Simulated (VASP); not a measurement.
# Ga (Im-3m) in VASP: notebook

Runs on Ga. Level: LDA. Tasks: relaxation of cell and atoms, single point.

Everything below comes from runs of VASP 6.6.1. Logs are shortened: lines on timing, memory, paths and dates and some standing lists are left out, and cuts for length are marked.

**1. The cell of the first run**

The structure is cubic, space group Im-3m (No. 229). Conventional cell: a = 3.362 Å, b = 3.362 Å, c = 3.362 Å, α = 90.00°, β = 90.00°, γ = 90.00°. Within 3.8 Å of Ga (site symmetry m-3m) lie 14 Ga at 2.91 to 3.36 Å.

This isn't the form of Ga at room conditions, which is orthorhombic.

**2. Relaxation of cell and atoms, LDA**

The input, INCAR:

```
SYSTEM = Ga
ALGO = Normal
EDIFF = 1E-7
EDIFFG = -0.005
ENCUT = 600
GGA = CA
IBRION = 2
ISIF = 3
ISMEAR = -1
LASPH = .TRUE.
LCHARG = .FALSE.
LREAL = .FALSE.
LWAVE = .FALSE.
NELM = 100
NSW = 60
PREC = Accurate
SIGMA = 0.05
```

The input, KPOINTS:

```
k-points
0
G
  16 16 16
  0 0 0
```

The input, POSCAR:

```
Ga
1.0
   -1.6809877034      1.6809877034      1.6809877034
    1.6809877034     -1.6809877034      1.6809877034
    1.6809877034      1.6809877034     -1.6809877034
Ga
1
Direct
    0.0000000000      0.0000000000      0.0000000000
```

Potentials or basis: VASP PAW LDA potentials, release 64 (Ga_d).

Started as:

```sh
> cat potpaw_LDA.64/Ga_d/POTCAR > POTCAR
> mpirun -np 1 vasp_std > vasp.out
```

OUTCAR:

```text
SYSTEM = Ga
   EDIFF = 1E-7
   EDIFFG = -0.005
   ENCUT = 600
   GGA = CA
   IBRION = 2
   ISIF = 3
   ISMEAR = -1
   LASPH = .TRUE.
   LREAL = .FALSE.
   NELM = 100
   NSW = 60
   PREC = Accurate

 ion  position               nearest neighbor table
   1  0.000  0.000  0.000-

  LATTYP: Found a body centered cubic cell.
 ALAT       =     3.3619754068

  Lattice vectors:

 A1 = (  -1.6809877034,   1.6809877034,   1.6809877034)
 A2 = (   1.6809877034,  -1.6809877034,   1.6809877034)
 A3 = (   1.6809877034,   1.6809877034,  -1.6809877034)

Analysis of symmetry for initial positions (statically):
=====================================================================
 Subroutine PRICEL returns:
 Original cell was already a primitive cell.

 Routine SETGRP: Setting up the symmetry group for a
 body centered cubic supercell.

 Subroutine GETGRP returns: Found 48 space group operations
 (whereof 48 operations were pure point group operations)
 out of a pool of 48 trial point group operations.

The static configuration has the point symmetry O_h .

Analysis of symmetry for dynamics (positions and initial velocities):
=====================================================================
 Subroutine PRICEL returns:
 Original cell was already a primitive cell.

 Routine SETGRP: Setting up the symmetry group for a
 body centered cubic supercell.

 Subroutine GETGRP returns: Found 48 space group operations
 (whereof 48 operations were pure point group operations)
 out of a pool of 48 trial point group operations.

The dynamic configuration has the point symmetry O_h .

 Subroutine INISYM returns: Found 48 space group operations
 (whereof 48 operations are pure point group operations),
 and found     1 'primitive' translations

----------------------------------------------------------------------------------------

                                     Primitive cell

  volume of cell :      19.0000

  direct lattice vectors                    reciprocal lattice vectors
    -1.680987703  1.680987703  1.680987703     0.000000000  0.297444175  0.297444175
     1.680987703 -1.680987703  1.680987703     0.297444175  0.000000000  0.297444175
     1.680987703  1.680987703 -1.680987703     0.297444175  0.297444175  0.000000000

  length of vectors
     2.911556109  2.911556109  2.911556109     0.420649586  0.420649586  0.420649586

  position of ions in fractional coordinates (direct lattice)
     0.000000000  0.000000000  0.000000000

  ion indices of the primitive-cell ions
   primitive index   ion index
                 1           1

----------------------------------------------------------------------------------------

 KPOINTS: k-points

Automatic generation of k-mesh.
 Grid dimensions read from file:
 generate k-points for:   16   16   16

 Generating k-lattice:

  Cartesian coordinates                     Fractional coordinates (reciprocal lattice)
     0.000000000  0.018590261  0.018590261     0.062500000  0.000000000  0.000000000
     0.018590261  0.000000000  0.018590261     0.000000000  0.062500000  0.000000000
     0.018590261  0.018590261  0.000000000     0.000000000  0.000000000  0.062500000

  Length of vectors
     0.026290599  0.026290599  0.026290599

  Shift w.r.t. Gamma in fractional coordinates (k-lattice)
     0.000000000  0.000000000  0.000000000

 Subroutine IBZKPT returns following result:
 ===========================================

 Found    145 irreducible k-points:

 Following reciprocal coordinates:
            Coordinates               Weight
  0.000000  0.000000  0.000000      1.000000
  0.062500  0.000000  0.000000     12.000000
  0.125000  0.000000  0.000000     12.000000
  0.187500  0.000000  0.000000     12.000000
  0.250000  0.000000  0.000000     12.000000
  0.312500  0.000000  0.000000     12.000000
[... 16 lines left out ...]
  0.187500  0.187500  0.000000     24.000000
  0.250000  0.187500 -0.000000     48.000000
 [... further k-points ...]
   k-points           NKPTS =    145   k-points in BZ     NKDIM =    145   number of bands    NBANDS=     10
   number of dos      NEDOS =    301   number of ions     NIONS =      1
   total plane-waves  NPLWV =  13824
   dimension x,y,z NGX =    24 NGY =   24 NGZ =   24
   dimension x,y,z NGXF=    48 NGYF=   48 NGZF=   48
   ions per type =               1
   NGX,Y,Z   is equivalent  to a cutoff of  13.70, 13.70, 13.70 a.u.
   NGXF,Y,Z  is equivalent  to a cutoff of  27.41, 27.41, 27.41 a.u.
 SYSTEM =  Ga
   PREC   = accura    normal or accurate (medium, high low for compatibility)
   ISTART =      0    job   : 0-new  1-cont  2-samecut
   ICHARG =      2    charge: 1-file 2-atom 10-const
   ISPIN  =      1    spin polarized calculation?
   LNONCOLLINEAR =      F non collinear calculations
   LSORBIT =      F    spin-orbit coupling
   LASPH  =      T    aspherical Exc in radial PAW
   ENCUT  =  600.0 eV  44.10 Ry    6.64 a.u.   5.82  5.82  5.82*2*pi/ulx,y,z
   NELM   =    100;   NELMIN=  2; NELMDL= -5     # of ELM steps
   EDIFF  = 0.1E-06   stopping-criterion for ELM
   LREAL  =      F    real-space projection
   EDIFFG = -.5E-02   stopping-criterion for IOM
   NSW    =     60    number of steps for IOM
   IBRION =      2    ionic relax: 0-MD 1-quasi-New 2-CG
   NFREE  =      1    steps in history (QN), initial steepest desc. (CG)
   ISIF   =      3    stress and relaxation
   ISYM   =      2    0-nonsym 1-usesym 2-fastsym
   POTIM  = 0.5000    time-step for ionic-motion
   TEBEG  =    0.0;   TEEND  =   0.0 temperature during run
   PSTRESS=    0.0 pullay stress
   NELECT =      13.0000    total number of electrons
   NUPDOWN=      -1.0000    fix difference up-down
   EMIN   =  10.00;   EMAX   =-10.00  energy-range for DOS
   EFERMI =   0.00;   METHOD = LEGACY
   ISMEAR =    -1;   SIGMA  =   0.05  broadening in eV -4-tet -1-fermi 0-gaus
   EFERMI_NEDOS =   21; number of points for ismear=-14 and -15
   IALGO  =     38    algorithm
   IMIX   =      4    mixing-type and parameters
     AMIX     =   0.40;   BMIX     =  1.00
     AMIX_MAG =   1.60;   BMIX_MAG =  1.00
  volume/ion in A,a.u.               =      19.00       128.22
  Fermi-wavevector in a.u.,A,eV,Ry     =   1.442574  2.726069 28.313990  2.081020
  Thomas-Fermi vector in A             =   2.561079
   LORBIT       =      0    0 simple, 1 ext, 2 COOP (PROOUT), +10 PAW based schemes
   GGA     = CA    functional components
   LHFCALC =     F    Hartree Fock is set to
   AEXX    =    0.0000 exact exchange contribution
   IVDW    =     0    specifies the selected vdW correction
   LEPSILON=     F    determine dielectric tensor
   LRPA    =     F    only Hartree local field effects (RPA)
 conjugate gradient relaxation of ions
 non-spin polarized calculation
  energy-cutoff  :      600.00
  volume of cell :       19.00
 maximum number of plane-waves:       682
   NGX = 11   NGY = 11   NGZ = 11

--------------------------------------- Ionic step        1  -------------------------------------------

 number of electron      12.9999992 magnetization

 Free energy of the ion-electron system (eV)
  ---------------------------------------------------
  ext. energy  EPLUGINS =         0.00000000
  ---------------------------------------------------
  free energy    TOTEN  =        -3.51132574 eV

  energy without entropy =       -3.50626443  energy(sigma->0) =       -3.50879509

------------------------ aborting loop because EDIFF is reached ----------------------------------------

  FORCE on cell =-STRESS in cart. coord.  units (eV):
  Direction    XX          YY          ZZ          XY          YZ          ZX
  --------------------------------------------------------------------------------------
  -------------------------------------------------------------------------------------
  Total       -0.5297061     -0.5297061     -0.5297061     -0.0000000     -0.0000000      0.0000000
  in kB      -44.6675330    -44.6675330    -44.6675330     -0.0000000     -0.0000000      0.0000000
  external PRESSURE =     -44.6675330 kB  Pullay stress =       0.0000000 kB
[... 86 lines left out ...]
  FREE ENERGIE OF THE ION-ELECTRON SYSTEM (eV)
  ---------------------------------------------------
  free  energy   TOTEN  =        -3.5353984665 eV

  energy  without entropy=       -3.5303928582  energy(sigma->0) =       -3.53289566

[... ionic steps 4 to 11 ...]

--------------------------------------- Ionic step       12  -------------------------------------------

 number of electron      13.0000005 magnetization

------------------------ aborting loop because EDIFF is reached ----------------------------------------

  FORCE on cell =-STRESS in cart. coord.  units (eV):
  Direction    XX          YY          ZZ          XY          YZ          ZX
  --------------------------------------------------------------------------------------
  -------------------------------------------------------------------------------------
  Total        0.0062161      0.0062161      0.0062161      0.0000000      0.0000000      0.0000000
  in kB        0.5721963      0.5721963      0.5721963      0.0000000      0.0000000      0.0000000
  external PRESSURE =       0.5721963 kB  Pullay stress =       0.0000000 kB
[... 55 lines left out ...]
  energy  without entropy=       -3.5303996778  energy(sigma->0) =       -3.53290130

--------------------------------------- Ionic step       14  -------------------------------------------

 number of electron      13.0000005 magnetization

 Free energy of the ion-electron system (eV)
  ---------------------------------------------------
  ext. energy  EPLUGINS =         0.00000000
  ---------------------------------------------------
  free energy    TOTEN  =        -3.53540358 eV

  energy without entropy =       -3.53040145  energy(sigma->0) =       -3.53290251

 E-fermi :   6.0745     XC(G=0): -11.7451

 val. band max:        6.0458212408   @ k =  -0.4375   0.5000   0.3125
 cond. band min:       6.0814526101   @ k =   0.2500   0.2500   0.1875
 fundamental gap:      0.0356313693
 Fermi energy:         6.0744690705

 k-point     1 :       0.0000    0.0000    0.0000
  band No.  band energies     occupation
      1      -9.0198      2.00000
      2      -9.0198      2.00000
      3      -9.0198      2.00000
      4      -8.7922      2.00000
      5      -8.7922      2.00000
      6      -5.5958      2.00000
      7      19.4628      0.00000
      8      19.4628      0.00000
      9      19.4628      0.00000
     10      24.1161      0.00000
[... 287 lines left out ...]
 k-point    24 :       0.2500    0.1875   -0.0000
  band No.  band energies     occupation
      1      -9.0868      2.00000
      2      -9.0118      2.00000
      3      -8.8281      2.00000
      4      -8.8212      2.00000
      5      -8.7471      2.00000
      6      -1.3526      2.00000
      7       7.5736      0.00000
      8       9.6515      0.00000
      9      14.5857      0.00000
     10      20.9428      0.00000

 [... further k-points ...]
[... 5 lines left out ...]
  --------------------------------------------------------------------------------------
  -------------------------------------------------------------------------------------
  Total        0.0008276      0.0008276      0.0008276      0.0000000      0.0000000      0.0000000
  in kB        0.0761527      0.0761527      0.0761527      0.0000000      0.0000000      0.0000000
  external PRESSURE =       0.0761527 kB  Pullay stress =       0.0000000 kB
[... 16 lines left out ...]
  FREE ENERGIE OF THE ION-ELECTRON SYSTEM (eV)
  ---------------------------------------------------
  free  energy   TOTEN  =        -3.5354035751 eV

  energy  without entropy=       -3.5304014493  energy(sigma->0) =       -3.53290251

 reached required accuracy - stopping structural energy minimisation
```

Run time: 1.8 min. Hardware: 1 thread of Intel Xeon Platinum 8488C (Sapphire Rapids), shared host; peak memory 0.16 GiB.

What came out:

```yaml
Free_energy: -3.5354 eV
Relaxed_volume: 17.41 Å³/atom
Relaxed_cell: a = 2.828 Å, b = 2.828 Å, c = 2.828 Å, α = 109.47°, β = 109.47°, γ = 109.47°
Space_group_after_relaxing_to_0.1_Å: Im-3m (No. 229)
Energy_gained_by_relaxing: 24.1 meV/atom
Ionic_steps: 14
Pressure_after_relaxing: 0.0 GPa
Band_gap_on_the_k_mesh: zero (an odd number of electrons rules out a gap without spin polarisation)
```

Step by step:
```csv
step,energy change (eV),largest force (eV/Å),pressure (GPa),volume (Å³)
1,0.0000,0.0000,-4.47,19.00
2,-0.0238,0.0000,-0.55,17.58
3,-0.0241,0.0000,0.15,17.43
4,-0.0240,0.0000,-0.25,17.46
5,-0.0240,0.0000,-0.17,17.46
6,-0.0241,0.0000,-0.14,17.45
7,-0.0241,0.0000,-0.16,17.45
8,-0.0241,0.0000,-0.14,17.45
9,-0.0241,0.0000,-0.13,17.45
10,-0.0241,0.0000,-0.10,17.44
11,-0.0241,0.0000,-0.05,17.43
12,-0.0241,0.0000,0.06,17.41
13,-0.0241,0.0000,-0.05,17.42
14,-0.0241,0.0000,0.01,17.41
```

Final structure:
```
Ga
1.0
    -1.63279    1.63279    1.63279
     1.63279   -1.63279    1.63279
     1.63279    1.63279   -1.63279
Ga
1
Direct
  0.00000 0.00000 0.00000
```

**3. Single point, LDA, non-collinear spin, zero start, spin-orbit coupling**

This run uses another cell than the first one, of 13.22 Å³/atom.

The input, INCAR:

```
SYSTEM = Ga
PREC     = Accurate       ! precision mode
ENCUT    = 520            ! plane-wave cutoff, eV
EDIFF    = 1E-6           ! SCF threshold, eV
ISMEAR   = -1             ! smearing method
SIGMA    = 0.05           ! smearing width, eV
LREAL    = .False.        ! projectors in reciprocal space
LASPH    = .True.         ! aspherical terms in the spheres
NELM     = 150            ! most SCF steps
ALGO     = Normal         ! electronic algorithm
ISIF     = 2              ! what is computed and relaxed
LWAVE    = .False.        ! write WAVECAR
LCHARG   = .False.        ! write CHGCAR
LNONCOLLINEAR= .True.         ! non-collinear magnetism
MAGMOM   = 0 0 0          ! initial moments
LORBIT   = 11             ! projections on sites
LSORBIT  = .True.         ! spin-orbit coupling
GGA_COMPAT= .False.      
LORBMOM  = .True.       
GGA      = CA             ! functional
NBANDS   = 24             ! bands
```

The input, KPOINTS:

```
Automatic mesh
0
Gamma
  16 16 16
  0 0 0
```

The input, POSCAR:

```
Ga
1.0
   -1.4894234511      1.4894234511      1.4894234511
    1.4894234511     -1.4894234511      1.4894234511
    1.4894234511      1.4894234511     -1.4894234511
Ga
1
Direct
    0.0000000000      0.0000000000      0.0000000000
```

Potentials or basis: VASP PAW LDA potentials, release 64 (Ga_d).

Started as:

```sh
> cat potpaw_LDA.64/Ga_d/POTCAR > POTCAR
> mpirun -np 1 vasp_ncl > vasp.out
```

Run time: 45 s. Hardware: 1 thread of Intel Xeon Platinum 8488C (Sapphire Rapids), shared host; peak memory 0.19 GiB.

It converged, with:

```
Free energy                                           : -3.1979 eV
Pressure                                              : 34.1 GPa
Net moment                                            : 0.00 μB per cell
Valence electrons inside the program's atomic spheres : Ga 11.88
```

Moments on the atoms (μB; x, y, z):
```
Ga  0.00 0.00 0.00
```

Caveat: the cell stands under pressure.
